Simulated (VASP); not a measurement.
# Ta (P6_3/mmc) in VASP: further runs, part 2 of 2

VASP 6.6.1.

**5. Single point, RPBE (volume scaled by 0.96)**

Input file INCAR:

```
PREC = Accurate
ENCUT = 520
EDIFF = 1E-6
ISMEAR = -1
SIGMA = 0.1
LREAL = F
LASPH = T
NELM = 100
ALGO = Normal
ISIF = 2
LWAVE = F
LCHARG = F
GGA = RP
NBANDS = 18
```

Input file KPOINTS:

```
regular mesh
0
Gamma
  14 14 7
```

Input file POSCAR:

```
Ta
1.0
    2.8780356535      0.0000000000      0.0000000000
   -1.4390178268      2.4924519889      0.0000000000
    0.0000000000      0.0000000000      5.1051939590
Ta
2
Direct
    0.3333333333      0.6666666667      0.2500000000
    0.6666666667      0.3333333333      0.7500000000
```

Potentials or basis: VASP PAW PBE potentials, release 64 (Ta_pv).

Command:

```bash
$ cat potpaw_PBE.64/Ta_pv/POTCAR > POTCAR
$ mpirun -np 1 vasp_std > vasp.out
```

OUTCAR:

```text
PREC = Accurate
   ENCUT = 520
   EDIFF = 1E-6
   ISMEAR = -1
   LREAL = F
   LASPH = T
   NELM = 100
   ISIF = 2
   GGA = RP

 ion  position               nearest neighbor table
   1  0.333  0.667  0.250-   2 3.05   2 3.05   2 3.05   2 3.05   2 3.05   2 3.05
   2  0.667  0.333  0.750-   1 3.05   1 3.05   1 3.05   1 3.05   1 3.05   1 3.05

  LATTYP: Found a hexagonal cell.
 ALAT       =     2.8780356535
 C/A-ratio  =     1.7738466696

  Lattice vectors:

 A1 = (   2.8780356535,   0.0000000000,   0.0000000000)
 A2 = (  -1.4390178268,   2.4924519889,   0.0000000000)
 A3 = (   0.0000000000,   0.0000000000,   5.1051939590)

Analysis of symmetry for initial positions (statically):
=====================================================================
 Subroutine PRICEL returns:
 Original cell was already a primitive cell.

 Routine SETGRP: Setting up the symmetry group for a
 hexagonal supercell.

 Subroutine GETGRP returns: Found 24 space group operations
[... 155 lines left out ...]
   NGX = 11   NGY = 11   NGZ = 19

 number of electron      22.0000001 magnetization

 Free energy of the ion-electron system (eV)
  ---------------------------------------------------
  ext. energy  EPLUGINS =         0.00000000
  ---------------------------------------------------
  free energy    TOTEN  =       -22.09058352 eV

  energy without entropy =      -22.00834946  energy(sigma->0) =      -22.04946649

 E-fermi :   5.8662     XC(G=0): -12.4680

 val. band max:        5.8602359277   @ k =   0.1429   0.0714   0.1429
 cond. band min:       5.8837326008   @ k =   0.3571   0.2143   0.2857
 fundamental gap:      0.0234966732
 Fermi energy:         5.8662119996

 k-point     1 :       0.0000    0.0000    0.0000
  band No.  band energies     occupation
      1     -28.7032      2.00000
      2     -27.8078      2.00000
      3     -27.6999      2.00000
      4     -27.6999      2.00000
      5     -27.6091      2.00000
      6     -27.6091      2.00000
[... 481 lines left out ...]
      5     -28.1135      2.00000
      6     -28.0419      2.00000
[... 10 lines left out ...]
     17      13.3894      0.00000
     18      13.5816      0.00000

 [... further k-points ...]
[... 5 lines left out ...]
  --------------------------------------------------------------------------------------
  -------------------------------------------------------------------------------------
  Total        2.0014137      2.0014137      1.6777299     -0.0000000     -0.0000000     -0.0000000
  in kB       87.5613083     87.5613083     73.4002298     -0.0000000     -0.0000000     -0.0000000
  external PRESSURE =      82.8409488 kB  Pullay stress =       0.0000000 kB

 VOLUME and BASIS-vectors are now :
 -----------------------------------------------------------------------------
  energy-cutoff  :      520.00
  volume of cell :       36.62
      direct lattice vectors                 reciprocal lattice vectors
     2.878035654  0.000000000  0.000000000     0.347459212  0.200605670  0.000000000
    -1.439017827  2.492451989  0.000000000     0.000000000  0.401211339  0.000000000
     0.000000000  0.000000000  5.105193959     0.000000000  0.000000000  0.195878944

 POSITION                                       TOTAL-FORCE (eV/Angst)
 -----------------------------------------------------------------------------------
     -0.00000      1.66163      1.27630         0.000000     -0.000000      0.000000
      1.43902      0.83082      3.82890        -0.000000      0.000000      0.000000
 -----------------------------------------------------------------------------------
    total drift:                                0.000000     -0.000000      0.000000

  FREE ENERGIE OF THE ION-ELECTRON SYSTEM (eV)
  ---------------------------------------------------
  free  energy   TOTEN  =       -22.0905835167 eV

  energy  without entropy=      -22.0083494559  energy(sigma->0) =      -22.04946649
```

OSZICAR:

```text
N       E                     dE             d eps       ncg     rms          rms(c)
DAV:   1     0.172963084449E+03    0.17296E+03   -0.12852E+04  3456   0.127E+03
DAV:   2    -0.187173105006E+02   -0.19168E+03   -0.18846E+03  4188   0.356E+02
DAV:   3    -0.228954461717E+02   -0.41781E+01   -0.41295E+01  4218   0.499E+01
DAV:   4    -0.229246574493E+02   -0.29211E-01   -0.29174E-01  3902   0.440E+00
DAV:   5    -0.229248598037E+02   -0.20235E-03   -0.20235E-03  3906   0.359E-01    0.181E+01
DAV:   6    -0.222962823938E+02    0.62858E+00   -0.67593E-01  3812   0.742E+00    0.896E+00
DAV:   7    -0.220924179489E+02    0.20386E+00   -0.63988E-01  3984   0.686E+00    0.533E-01
DAV:   8    -0.220906105419E+02    0.18074E-02   -0.11468E-02  3732   0.923E-01    0.172E-01
DAV:   9    -0.220906007818E+02    0.97601E-05   -0.38980E-04  3976   0.177E-01    0.618E-02
DAV:  10    -0.220905867255E+02    0.14056E-04   -0.34447E-05  4214   0.462E-02    0.829E-03
DAV:  11    -0.220905844717E+02    0.22539E-05   -0.30678E-06  3472   0.131E-02    0.480E-03
DAV:  12    -0.220905835167E+02    0.95501E-06   -0.23002E-07  1818   0.507E-03
   1 F= -.22090584E+02 E0= -.22049466E+02  d E =-.822341E-01
```

It took 28 s on 1 thread of AMD EPYC 9R45 (Zen 5), shared host; peak memory 0.16 GiB.

Results:

* Free energy: -22.0906 eV
* Pressure: 8.3 GPa
* Band gap on the k mesh: zero (band 11 reaches 7.04 eV, above the bottom of band 12 at 5.25 eV)

Levels at points of the mesh, in eV from the Fermi level:
| k point | band 7 | band 8 | band 9 | band 10 | band 11 | band 12 | band 13 | band 14 | band 15 | band 16 |
| --- | --- | --- | --- | --- | --- | --- | --- | --- | --- | --- |
| (0.00, 0.00, 0.00) | -8.27 | -4.96 | -0.53 | -0.05 | 0.62 | 0.62 | 1.22 | 1.22 | 3.05 | 3.05 |
| (0.50, 0.00, 0.00) | -4.10 | -3.93 | -3.42 | -0.44 | -0.34 | 0.56 | 0.87 | 5.77 | 6.62 | 6.94 |

Caveat: the PAW data sets were made with another functional, which shifts forces and pressure a little; spin-orbit coupling is left out, which moves the levels of the heavy elements.

**6. Single point, RPBE**

Input file INCAR:

```
PREC = Accurate
ENCUT = 520
EDIFF = 1E-6
ISMEAR = -1
SIGMA = 0.1
LREAL = False
LASPH = True
NELM = 100
ALGO = Normal
ISIF = 2
LWAVE = False
LCHARG = True
GGA = RP
LELF = True
LVHAR = True
NBANDS = 18
```

Input file KPOINTS:

```
Automatic mesh
0
Gamma
  14 14 7
```

Input file POSCAR:

```
Ta
1.0
    2.9174656991      0.0000000000      0.0000000000
   -1.4587328496      2.5265994101      0.0000000000
    0.0000000000      0.0000000000      5.1751368142
Ta
2
Direct
    0.3333333333      0.6666666667      0.2500000000
    0.6666666667      0.3333333333      0.7500000000
```

Potentials or basis: VASP PAW PBE potentials, release 64 (Ta_pv).

Command:

```bash
$ cat potpaw_PBE.64/Ta_pv/POTCAR > POTCAR
$ mpirun -np 1 vasp_std > vasp.out
```

Run time: 31 s. Hardware: 1 thread of AMD EPYC 9R45 (Zen 5), shared host; peak memory 0.16 GiB.

Results (log left out):

```yaml
Free_energy: -22.1303 eV
Pressure: 0.2 GPa
Band_gap_on_the_k_mesh: zero (band 11 reaches 6.60 eV, above the bottom of band 12 at 4.93 eV)
```

Stress tensor (GPa, compression positive):
```
 0.42  0.00  0.00
 0.00  0.42  0.00
 0.00  0.00 -0.23
```

Levels at points of the mesh, in eV from the Fermi level:
| k point | band 9 | band 10 | band 11 | band 12 | band 13 | band 14 |
| --- | --- | --- | --- | --- | --- | --- |
| (0.00, 0.00, 0.00) | -0.48 | -0.15 | 0.63 | 0.63 | 1.18 | 1.18 |
| (0.50, 0.00, 0.00) | -3.23 | -0.52 | -0.32 | 0.52 | 0.87 | 5.48 |

Caveat: the PAW data sets were made with another functional, which shifts forces and pressure a little; spin-orbit coupling is left out, which moves the levels of the heavy elements.

**7. Overview**

| cell | k mesh | gap on the mesh (eV) | pressure (GPa) |
| --- | --- | --- | --- |
| a = 2.917, b = 2.917, c = 5.175 Å, angles 90.0, 90.0, 120.0°, 2 atoms | 12 × 12 × 7 | none | 0.0 |
| a = 2.796, b = 2.796, c = 4.959 Å, angles 90.0, 90.0, 120.0°, 2 atoms | 14 × 14 × 7 | none | 30.0 |
| a = 2.837, b = 2.837, c = 5.033 Å, angles 90.0, 90.0, 120.0°, 2 atoms | 14 × 14 × 7 | none | 18.1 |
| a = 2.878, b = 2.878, c = 5.105 Å, angles 90.0, 90.0, 120.0°, 2 atoms | 14 × 14 × 7 | none | 8.3 |
| a = 2.917, b = 2.917, c = 5.175 Å, angles 90.0, 90.0, 120.0°, 2 atoms | 14 × 14 × 7 | none | 0.2 |

Alike in all rows: task single point; level RPBE; potentials or basis VASP PAW PBE potentials, release 64 (Ta_pv); no spin polarisation; cutoff (eV) 520; smearing fermi-dirac 0.1 eV.

Caveats: the PAW data sets were made with another functional, which shifts forces and pressure a little; spin-orbit coupling is left out, which moves the levels of the heavy elements.

Total energies depend on the potentials used, so only differences within one code and one set of settings carry meaning.
